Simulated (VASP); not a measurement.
# Nb2Br3 (P-3m1) in VASP: relaxation of cell and atoms with PBE

Aim: the relaxation of cell and atoms of Nb2Br3 with PBE.

Program: VASP 6.6.1. These are calculated values, not measurements. Logs are shortened: lines on timing, memory, paths and dates and some standing lists are left out, and cuts for length are marked.

## (1) The cell of the first run

The structure is trigonal, space group P-3m1 (No. 164). Conventional cell: a = 4.161 Å, b = 4.161 Å, c = 9.074 Å, α = 90.00°, β = 90.00°, γ = 120.00°. Within 3.4 Å of Nb (site symmetry 3m) lie 6 Br at 2.58 to 2.97 Å and 3 Nb at 3.04 Å. Br (site symmetry -3m) has 6 Nb at 2.58 Å within 3.4 Å. Within 3.9 Å of Br (site symmetry 3m) lie 4 Nb at 2.97 to 3.60 Å and 3 Br at 3.60 Å.

## (2) Relaxation of cell and atoms, PBE

INCAR

```
SYSTEM = Nb2Br3
  ALGO = Normal
  EDIFF = 1E-6
  EDIFFG = -0.01
  ENCUT = 600
  GGA = PE
  IBRION = 2
  ISIF = 3
  ISMEAR = 0
  LASPH = .TRUE.
  LCHARG = .FALSE.
  LREAL = .FALSE.
  LWAVE = .FALSE.
  NELM = 80
  NSW = 100
  PREC = Accurate
  SIGMA = 0.1
```

KPOINTS

```
k-points
0
G
  12 12 4
  0 0 0
```

POSCAR

```
Nb2Br3
1.0
    4.1610385207      0.0000000000      0.0000000000
   -2.0805192604      3.6035650651      0.0000000000
    0.0000000000      0.0000000000      9.0740977622
Nb Br
2 3
Direct
    0.3333333333      0.6666666667      0.1024055888
    0.6666666667      0.3333333333      0.8975944112
    0.0000000000      0.0000000000      0.0000000000
    0.3333333333      0.6666666667      0.7052046869
    0.6666666667      0.3333333333      0.2947953131
```

Potentials or basis: VASP PAW PBE potentials, release 64 (Nb_sv, Br).

Run with:

```sh
> cat potpaw_PBE.64/Nb_sv/POTCAR potpaw_PBE.64/Br/POTCAR > POTCAR
> mpirun -np 1 vasp_std > vasp.out
```

OUTCAR:

```text
SYSTEM = Nb2Br3
   EDIFF = 1E-6
   EDIFFG = -0.01
   ENCUT = 600
   GGA = PE
   IBRION = 2
   ISIF = 3
   ISMEAR = 0
   LASPH = .TRUE.
   LREAL = .FALSE.
   NELM = 80
   NSW = 100
   PREC = Accurate

 ion  position               nearest neighbor table
   1  0.333  0.667  0.102-   3 2.58   3 2.58   3 2.58   2 3.04   2 3.04   2 3.04
   2  0.667  0.333  0.898-   3 2.58   3 2.58   3 2.58   1 3.04   1 3.04   1 3.04
   3  0.000  0.000  0.000-   2 2.58   1 2.58   2 2.58   1 2.58   2 2.58   1 2.58
   4  0.333  0.667  0.705-
   5  0.667  0.333  0.295-

  LATTYP: Found a hexagonal cell.
 ALAT       =     4.1610385207
 C/A-ratio  =     2.1807290937

  Lattice vectors:

 A1 = (   4.1610385207,   0.0000000000,   0.0000000000)
 A2 = (  -2.0805192604,   3.6035650651,   0.0000000000)
 A3 = (   0.0000000000,   0.0000000000,   9.0740977622)

Analysis of symmetry for initial positions (statically):
=====================================================================
 Subroutine PRICEL returns:
 Original cell was already a primitive cell.

 Routine SETGRP: Setting up the symmetry group for a
 hexagonal supercell.

 Subroutine GETGRP returns: Found 12 space group operations
 (whereof 12 operations were pure point group operations)
 out of a pool of 24 trial point group operations.

The static configuration has the point symmetry D_3d.

Analysis of symmetry for dynamics (positions and initial velocities):
=====================================================================
 Subroutine PRICEL returns:
 Original cell was already a primitive cell.

 Routine SETGRP: Setting up the symmetry group for a
 hexagonal supercell.

 Subroutine GETGRP returns: Found 12 space group operations
 (whereof 12 operations were pure point group operations)
 out of a pool of 24 trial point group operations.

The dynamic configuration has the point symmetry D_3d.

 Subroutine INISYM returns: Found 12 space group operations
 (whereof 12 operations are pure point group operations),
 and found     1 'primitive' translations

----------------------------------------------------------------------------------------

                                     Primitive cell

  volume of cell :     136.0622

  direct lattice vectors                    reciprocal lattice vectors
     4.161038521  0.000000000  0.000000000     0.240324620  0.138751484  0.000000000
    -2.080519260  3.603565065  0.000000000     0.000000000  0.277502968  0.000000000
     0.000000000  0.000000000  9.074097762     0.000000000  0.000000000  0.110203794

  length of vectors
     4.161038521  4.161038521  9.074097762     0.277502968  0.277502968  0.110203794

  position of ions in fractional coordinates (direct lattice)
     0.333333333  0.666666667  0.102405589
     0.666666667  0.333333333  0.897594411
     0.000000000  0.000000000  0.000000000
     0.333333333  0.666666667  0.705204687
     0.666666667  0.333333333  0.294795313

  ion indices of the primitive-cell ions
   primitive index   ion index
                 1           1
                 2           2
                 3           3
                 4           4
                 5           5

----------------------------------------------------------------------------------------

 KPOINTS: k-points

Automatic generation of k-mesh.
 Grid dimensions read from file:
 generate k-points for:   12   12    4

 Generating k-lattice:

  Cartesian coordinates                     Fractional coordinates (reciprocal lattice)
     0.020027052  0.011562624  0.000000000     0.083333333  0.000000000  0.000000000
     0.000000000  0.023125247  0.000000000     0.000000000  0.083333333  0.000000000
     0.000000000  0.000000000  0.027550948     0.000000000  0.000000000  0.250000000

  Length of vectors
     0.023125247  0.023125247  0.027550948

  Shift w.r.t. Gamma in fractional coordinates (k-lattice)
     0.000000000  0.000000000  0.000000000

 Subroutine IBZKPT returns following result:
 ===========================================

 Found     69 irreducible k-points:

 Following reciprocal coordinates:
            Coordinates               Weight
  0.000000  0.000000  0.000000      1.000000
  0.083333  0.000000  0.000000      6.000000
  0.166667  0.000000  0.000000      6.000000
  0.250000  0.000000  0.000000      6.000000
  0.333333  0.000000  0.000000      6.000000
  0.416667  0.000000  0.000000      6.000000
[... 16 lines left out ...]
  0.166667  0.000000  0.250000      6.000000
  0.000000  0.166667  0.250000      6.000000
 [... further k-points ...]
   k-points           NKPTS =     69   k-points in BZ     NKDIM =     69   number of bands    NBANDS=     28
   number of dos      NEDOS =    301   number of ions     NIONS =      5
   total plane-waves  NPLWV =  93312
   dimension x,y,z NGX =    36 NGY =   36 NGZ =   72
   dimension x,y,z NGXF=    72 NGYF=   72 NGZF=  144
   ions per type =               2   3
   NGX,Y,Z   is equivalent  to a cutoff of  14.38, 14.38, 13.19 a.u.
   NGXF,Y,Z  is equivalent  to a cutoff of  28.77, 28.77, 26.38 a.u.
 SYSTEM =  Nb2Br3
   PREC   = accura    normal or accurate (medium, high low for compatibility)
   ISTART =      0    job   : 0-new  1-cont  2-samecut
   ICHARG =      2    charge: 1-file 2-atom 10-const
   ISPIN  =      1    spin polarized calculation?
   LNONCOLLINEAR =      F non collinear calculations
   LSORBIT =      F    spin-orbit coupling
   LASPH  =      T    aspherical Exc in radial PAW
   ENCUT  =  600.0 eV  44.10 Ry    6.64 a.u.   8.31  8.31 18.12*2*pi/ulx,y,z
   NELM   =     80;   NELMIN=  2; NELMDL= -5     # of ELM steps
   EDIFF  = 0.1E-05   stopping-criterion for ELM
   LREAL  =      F    real-space projection
   EDIFFG = -.1E-01   stopping-criterion for IOM
   NSW    =    100    number of steps for IOM
   IBRION =      2    ionic relax: 0-MD 1-quasi-New 2-CG
   NFREE  =      1    steps in history (QN), initial steepest desc. (CG)
   ISIF   =      3    stress and relaxation
   ISYM   =      2    0-nonsym 1-usesym 2-fastsym
   POTIM  = 0.5000    time-step for ionic-motion
   TEBEG  =    0.0;   TEEND  =   0.0 temperature during run
   PSTRESS=    0.0 pullay stress
   NELECT =      47.0000    total number of electrons
   NUPDOWN=      -1.0000    fix difference up-down
   EMIN   =  10.00;   EMAX   =-10.00  energy-range for DOS
   EFERMI =   0.00;   METHOD = LEGACY
   ISMEAR =     0;   SIGMA  =   0.10  broadening in eV -4-tet -1-fermi 0-gaus
   EFERMI_NEDOS =   21; number of points for ismear=-14 and -15
   IALGO  =     38    algorithm
   IMIX   =      4    mixing-type and parameters
     AMIX     =   0.40;   BMIX     =  1.00
     AMIX_MAG =   1.60;   BMIX_MAG =  1.00
  volume/ion in A,a.u.               =      27.21       183.64
  Fermi-wavevector in a.u.,A,eV,Ry     =   1.148669  2.170670 17.952080  1.319441
  Thomas-Fermi vector in A             =   2.285343
   LORBIT       =      0    0 simple, 1 ext, 2 COOP (PROOUT), +10 PAW based schemes
   GGA     = PE    functional components
   LHFCALC =     F    Hartree Fock is set to
   AEXX    =    0.0000 exact exchange contribution
   IVDW    =     0    specifies the selected vdW correction
   LEPSILON=     F    determine dielectric tensor
   LRPA    =     F    only Hartree local field effects (RPA)
 conjugate gradient relaxation of ions
 non-spin polarized calculation
 Gauss-broadening in eV      SIGMA  =   0.10
  energy-cutoff  :      600.00
  volume of cell :      136.06
 maximum number of plane-waves:      4566
 NGX is ok and might be reduce to    36
   NGX = 17   NGY = 17   NGZ = 37

--------------------------------------- Ionic step        1  -------------------------------------------

 number of electron      46.9999999 magnetization

 Free energy of the ion-electron system (eV)
  ---------------------------------------------------
  ext. energy  EPLUGINS =         0.00000000
  ---------------------------------------------------
  free energy    TOTEN  =       -25.14286830 eV

  energy without entropy =      -25.12256748  energy(sigma->0) =      -25.13271789

------------------------ aborting loop because EDIFF is reached ----------------------------------------

  FORCE on cell =-STRESS in cart. coord.  units (eV):
  Direction    XX          YY          ZZ          XY          YZ          ZX
  --------------------------------------------------------------------------------------
  -------------------------------------------------------------------------------------
  Total       -0.0457174     -0.0457174     -0.1444007      0.0000000      0.0000000      0.0000000
  in kB       -0.5383374     -0.5383374     -1.7003652      0.0000000      0.0000000      0.0000000
  external PRESSURE =      -0.9256800 kB  Pullay stress =       0.0000000 kB
[... 141 lines left out ...]
  energy  without entropy=      -25.1229019166  energy(sigma->0) =      -25.13295094

--------------------------------------- Ionic step        5  -------------------------------------------

 number of electron      46.9999999 magnetization

 Free energy of the ion-electron system (eV)
  ---------------------------------------------------
  ext. energy  EPLUGINS =         0.00000000
  ---------------------------------------------------
  free energy    TOTEN  =       -25.14306428 eV

  energy without entropy =      -25.12305859  energy(sigma->0) =      -25.13306144

 E-fermi :   5.1882     XC(G=0):  -9.0314

 val. band max:        5.1611772602   @ k =   0.1667   0.0833   0.0000
 cond. band min:       5.2101706448   @ k =   0.4167   0.0000   0.5000
 fundamental gap:      0.0489933847
 Fermi energy:         5.1881900796

 k-point     1 :       0.0000    0.0000    0.0000
  band No.  band energies     occupation
      1     -50.4316      2.00000
      2     -50.3475      2.00000
      3     -26.6387      2.00000
      4     -26.6280      2.00000
      5     -26.6280      2.00000
      6     -26.4452      2.00000
[... 733 lines left out ...]
     27       6.2459      0.00000
     28       6.6689      0.00000

 [... further k-points ...]

------------------------ aborting loop because EDIFF is reached ----------------------------------------

  FORCE on cell =-STRESS in cart. coord.  units (eV):
  Direction    XX          YY          ZZ          XY          YZ          ZX
  --------------------------------------------------------------------------------------
  -------------------------------------------------------------------------------------
  Total        0.0199653      0.0199653     -0.0228533     -0.0000000     -0.0000000      0.0000000
  in kB        0.2354135      0.2354135     -0.2694652     -0.0000000     -0.0000000      0.0000000
  external PRESSURE =       0.0671206 kB  Pullay stress =       0.0000000 kB
[... 20 lines left out ...]
  FREE ENERGIE OF THE ION-ELECTRON SYSTEM (eV)
  ---------------------------------------------------
  free  energy   TOTEN  =       -25.1430642800 eV

  energy  without entropy=      -25.1230585941  energy(sigma->0) =      -25.13306144

 reached required accuracy - stopping structural energy minimisation
```

It took 7.2 min on 1 thread of Intel Xeon 6975P-C (Granite Rapids), shared host; peak memory 0.5 GiB.

Results:

- Free energy: -25.1431 eV
- Relaxed volume: 27.18 Å³/atom
- Relaxed cell: a = 4.162 Å, b = 4.162 Å, c = 9.060 Å, α = 90.00°, β = 90.00°, γ = 120.00°
- Space group after relaxing (to 0.1 Å): P-3m1 (No. 164)
- Energy gained by relaxing: 0.0 meV/atom
- Ionic steps: 5
- Pressure after relaxing: 0.0 GPa
- Largest force after relaxing: 0.006 eV/Å
- Band gap on the k mesh: zero (an odd number of electrons rules out a gap without spin polarisation)

Forces on the atoms (eV/Å):
```
Nb   0.000  0.000 -0.002
Nb   0.000  0.000  0.002
Br   0.000  0.000  0.000
Br   0.000  0.000  0.006
Br   0.000  0.000 -0.006
```

The path:
```tsv
step	energy change (eV)	largest force (eV/Å)	pressure (GPa)	volume (Å³)
1	0.0000	0.0256	-0.09	136.06
2	-0.0001	0.0077	0.07	135.75
3	-0.0001	0.0094	0.06	135.81
4	-0.0001	0.0108	0.04	135.84
5	-0.0002	0.0060	0.01	135.88
```

Final structure:
```xyz
5
Lattice="4.1616 0.0000 0.0000 -2.0808 3.6041 0.0000 0.0000 0.0000 9.0595" Properties=species:S:1:pos:R:3 pbc="T T T"
Nb    0.0000    2.4027    0.9271
Nb    2.0808    1.2013    8.1324
Br    0.0000    0.0000    9.0595
Br    0.0000    2.4027    6.3905
Br    2.0808    1.2013    2.6690
```

Levels at points of the mesh, in eV from the Fermi level:
```csv
k point,band 21,band 22,band 23,band 24,band 25,band 26
"(0.00, 0.00, 0.00)",-2.37,-2.37,-0.37,0.31,0.86,0.86
"(0.50, 0.00, 0.00)",-2.06,-1.18,-0.40,-0.05,0.03,0.85
"(0.00, 0.00, 0.50)",-2.36,-2.36,-0.36,0.56,0.87,0.87
"(0.50, 0.00, 0.50)",-2.05,-1.18,-0.39,-0.07,0.05,0.72
```

Caveat: this functional lacks dispersion, which binds layers or chains, so the pressure and a relaxed spacing across them are unreliable; an odd number of electrons without spin polarisation forces a metal; a magnetic or distorted state may lie lower.

The gap in the log of VASP goes by the Fermi energy; the results here count the filled bands.